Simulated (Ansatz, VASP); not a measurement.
## BiO: VASP beside Ansatz

```
Bi O
1.0
     4.08338    0.00000    0.00000
     0.00000    4.08338    0.00000
     0.00000    0.00000    4.78536
Bi O
2 2
Direct
  0.50000 0.00000 0.74404
  0.00000 0.50000 0.25596
  0.00000 0.00000 0.00000
  0.50000 0.50000 0.00000
```

Change from the starting cell: ordered vacancies on the anion sites of fluorite (P4/nmm, No. 129).

Alike in both runs: functional PBE; k mesh 4 × 4 × 4; occupations gaussian, width 0.1 eV; no spin polarisation.

Ansatz relaxed the structure, and its values are those at the end. VASP's run is a single point on that final structure, the one shown.

```csv
,VASP,Ansatz
version,VASP 6.6.1,Ansatz 0.2.0
potentials or method,"VASP PAW PBE potentials, release 64 (Bi_d, O), cutoff 520 eV","scalar-relativistic, plane waves, PAW"
valence electrons in the cell,42,42
```

Ansatz gave:

```
gap on the k mesh at the Fermi level (eV) : none
pressure (GPa)                            : 0.1
rms of the force components (eV/Å)        : 0.012
```

Q: Which values does VASP return?

A: gap on the k mesh at the Fermi level (eV): none; pressure (GPa): 0.2; rms of the force components (eV/Å): 0.002.

A gap of «none» marks a metal or a gap that the smearing closes.

The k mesh is coarse, so the values compare programs but aren't converged. Neither program's run includes spin-orbit coupling.
